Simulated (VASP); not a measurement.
Input of a VASP 6.6.1 run:

INCAR

```
  ALGO = Normal
  EDIFF = 1E-8
  ENCUT = 520
  GGA = PS
  IBRION = 8
  ISIF = 2
  ISMEAR = 0
  LASPH = T
  LCHARG = F
  LREAL = F
  LWAVE = F
  NELM = 100
  NSW = 1
  PREC = Accurate
  SIGMA = 0.1
```

The input KPOINTS:

```
k-points
0
Gamma
  7 7 10
```

The input POSCAR:

```
Ti
1.0
    4.6000000000      0.0000000000      0.0000000000
   -2.3000000000      3.9837200000      0.0000000000
    0.0000000000      0.0000000000      2.8200000000
Ti
3
Direct
    0.0000000000      0.0000000000      0.0000000000
    0.3333333333      0.6666666667      0.5000000000
    0.6666666667      0.3333333333      0.5000000000
```

Potentials or basis: VASP PAW PBE potentials, release 64 (Ti_sv).

Command:

```bash
$ cat potpaw_PBE.64/Ti_sv/POTCAR > POTCAR
$ mpirun -np 1 vasp_std > vasp.out
```

Problem. Estimate the highest phonon frequency at Γ.

Solution. 215 cm⁻¹.

Phonon frequencies in cm⁻¹ (negative: imaginary):
```csv
q point,frequencies
"(0.000, 0.000, 0.000)",-1 -1 0 128 128 136 181 181 215
```

Caveat: the cell wasn't relaxed at this level first, which shifts response properties.
